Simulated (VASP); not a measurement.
Input of a VASP 6.6.1 run:

Contents of INCAR:

```
SYSTEM = Al3Cu
ALGO = Normal
EDIFF = 1E-6
ENCUT = 600
GGA_COMPAT = .FALSE.
ISIF = 2
ISMEAR = 1
LASPH = .TRUE.
LCHARG = .FALSE.
LREAL = .FALSE.
LWAVE = .FALSE.
NBANDS = 18
NELM = 120
PREC = Accurate
SIGMA = 0.05
```

Contents of KPOINTS:

```
k-points
0
G
  6 6 6
  0 0 0
```

The input POSCAR:

```
Al3Cu
1.0
    3.9241510000      0.0000000000      0.0000000000
    0.0000000000      3.9241510000      0.0000000000
    0.0000000000      0.0000000000      3.9241510000
Al Cu
3 1
Direct
    0.0000000000      0.5000000000      0.5000000000
    0.5000000000      0.0000000000      0.5000000000
    0.5000000000      0.5000000000      0.0000000000
    0.0000000000      0.0000000000      0.0000000000
```

Potentials or basis: VASP PAW LDA potentials, release 64 (Al, Cu).

The run is started by

```bash
$ cat potpaw_LDA.64/Al/POTCAR potpaw_LDA.64/Cu/POTCAR > POTCAR
$ mpirun -np 1 vasp_std > vasp.out
```

Task: Estimate the band gap on the k mesh.

Result: Zero (band 10 reaches 10.26 eV, above the bottom of band 11 at 6.05 eV).

Task: Predict the pressure.

Result: -5.0 GPa.
